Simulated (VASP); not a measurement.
# Al3Cu2: relaxation of cell and atoms with PBEsol

Crystal: Al3Cu2.

```xyz
5
Lattice="4.1427 0.0000 0.0000 -2.0713 3.5876 0.0000 0.0000 0.0000 5.0403" Properties=species:S:1:pos:R:3 pbc="T T T"
Al    0.0000    0.0000    0.0000
Al    0.0000    2.3918    1.7701
Al    2.0713    1.1959    3.2702
Cu    0.0000    2.3918    4.2347
Cu    2.0713    1.1959    0.8056
```

| Item | Value |
| --- | --- |
| Program | VASP 6.6.1 |
| Task | relaxation of cell and atoms |
| Functional | PBEsol |
| Potentials or basis | VASP PAW PBE potentials, release 64 (Al, Cu) |
| Cutoff | 600 eV |
| k mesh | 12 × 12 × 8 |
| Occupations | gaussian, width 0.1 eV |
| Spin | no spin polarisation |
| Dipole correction | no |
| Further INCAR settings | ALGO = Normal; EDIFF = 1e-06; IBRION = 2; EDIFFG = -0.005; NSW = 70; ISIF = 3 |

- Relaxed volume: 14.54 Å³/atom
- Relaxed cell: a = 4.103 Å, b = 4.103 Å, c = 4.987 Å, α = 90.00°, β = 90.00°, γ = 120.00°
- Space group after relaxing (to 0.05 Å): P-3m1 (No. 164)
- Energy gained by relaxing: 4.6 meV/atom
- Ionic steps: 27
- Pressure after relaxing: 0.0 GPa
- Largest force after relaxing: 0.003 eV/Å

Forces in eV/Å, atoms in the order of the input:
```
Al   0.000  0.000  0.000
Al   0.000  0.000  0.001
Al   0.000  0.000 -0.001
Cu   0.000  0.000  0.003
Cu   0.000  0.000 -0.003
```

Stress tensor (GPa, compression positive):
```
 0.03  0.00  0.00
 0.00  0.03  0.00
 0.00  0.00 -0.05
```

Step by step:
```tsv
step	energy change (eV)	largest force (eV/Å)	pressure (GPa)	volume (Å³)
1	0.0000	0.0599	-3.17	74.91
2	-0.0181	0.0466	1.54	71.74
3	-0.0224	0.0510	-0.03	72.70
4	-0.0224	0.0500	0.11	72.65
5	-0.0226	0.0309	0.05	72.65
6	-0.0227	0.0285	0.08	72.65
7	-0.0228	0.0154	-0.05	72.75
8	-0.0228	0.0118	-0.15	72.77
9	-0.0228	0.0139	-0.17	72.76
10	-0.0228	0.0147	-0.12	72.75
11	-0.0228	0.0058	-0.04	72.69
12	-0.0228	0.0056	0.23	72.69
13	-0.0227	0.0025	-0.26	72.84
14	-0.0228	0.0045	-0.08	72.73
15	-0.0228	0.0053	-0.09	72.72
16	-0.0228	0.0055	-0.11	72.71
17	-0.0228	0.0056	-0.06	72.70
18	-0.0228	0.0055	-0.04	72.70
19	-0.0228	0.0058	0.19	72.69
20	-0.0228	0.0051	-0.17	72.70
21	-0.0228	0.0057	0.05	72.69
22	-0.0228	0.0055	-0.02	72.69
23	-0.0228	0.0055	-0.01	72.69
24	-0.0228	0.0055	-0.01	72.69
25	-0.0228	0.0035	-0.08	72.69
26	-0.0228	0.0016	-0.10	72.70
27	-0.0228	0.0033	0.00	72.70
```

Final structure:
```cif
data_structure
_symmetry_space_group_name_H-M 'P 1'
_symmetry_Int_Tables_number 1
_cell_length_a 4.1027
_cell_length_b 4.1027
_cell_length_c 4.9871
_cell_angle_alpha 90.000
_cell_angle_beta 90.000
_cell_angle_gamma 120.000
_cell_volume 72.70
loop_
_atom_site_label
_atom_site_type_symbol
_atom_site_fract_x
_atom_site_fract_y
_atom_site_fract_z
_atom_site_occupancy
Al1 Al 0.00000 0.00000 0.00000 1
Al2 Al 0.33333 0.66667 0.35145 1
Al3 Al 0.66667 0.33333 0.64855 1
Cu1 Cu 0.33333 0.66667 0.84220 1
Cu2 Cu 0.66667 0.33333 0.15780 1
```

Levels at points of the mesh, in eV from the Fermi level:
```
           k point  band 12  band 13  band 14  band 15  band 16  band 17  band 18  band 19
(0.00, 0.00, 0.00)    -3.66    -3.63    -0.20    -0.20     1.33     1.33     2.48     2.85
(0.50, 0.00, 0.00)    -4.08    -3.05    -2.97    -2.57    -0.75    -0.09     0.37     3.05
(0.00, 0.00, 0.50)    -4.16     1.19     1.19     1.32     1.32     1.81     2.40     2.40
(0.50, 0.00, 0.50)    -4.19    -4.12    -3.51    -1.76    -0.17     0.73     0.93     5.12
```

Run time: 23 min on 1 thread of AMD EPYC 9R45 96-Core Processor (Zen 5), on a shared host, peak memory 0.35 GiB.

Caveat: the PAW data sets were made with another functional, which shifts forces and pressure a little.
